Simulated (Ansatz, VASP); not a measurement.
One calculation of EuO, two programs

```xyz
2
Lattice="0.0000 2.5118 2.5118 2.5118 0.0000 2.5118 2.5118 2.5118 0.0000" Properties=species:S:1:pos:R:3 pbc="T T T"
Eu    2.5118    2.5118    2.5118
O     0.0000    0.0000    0.0000
```

Alike in both runs: task single point; functional r2SCAN; dispersion rVV10; k mesh 8 × 8 × 8; occupations gaussian, width 0.05 eV; collinear spin; Hubbard terms Eu f U = 4.0 eV.

|  | VASP | Ansatz |
| --- | --- | --- |
| version | VASP 6.6.1 | Ansatz 0.2.0 |
| potentials or method | VASP PAW PBE potentials, release 64 (Eu, O), cutoff 800 eV | scalar-relativistic, plane waves, PAW |
| valence electrons in the cell | 23 | 23 |

|  | VASP | Ansatz | Ansatz less VASP |
| --- | --- | --- | --- |
| gap on the k mesh at the Fermi level (eV) | none | none | - |
| pressure (GPa) | 4.1 | 4.6 | +0.50 |
| net moment per atom (μB) | 3.50 | 3.50 | 0.000 |
| size of the moment on the site where the two differ most (μB) | 6.62 | 6.74 | +0.121 |

VASP's potentials were made for PBE, not for r2SCAN. Site moments also hang on the region over which each program counts them. The programs project onto different local orbitals, so the same U acts differently, and such runs can settle in different states. A gap of «none» marks a metal or a gap that the smearing closes. Ansatz's warnings: filled band counts differ across k points, stability check not made.

Neither program's run includes spin-orbit coupling.
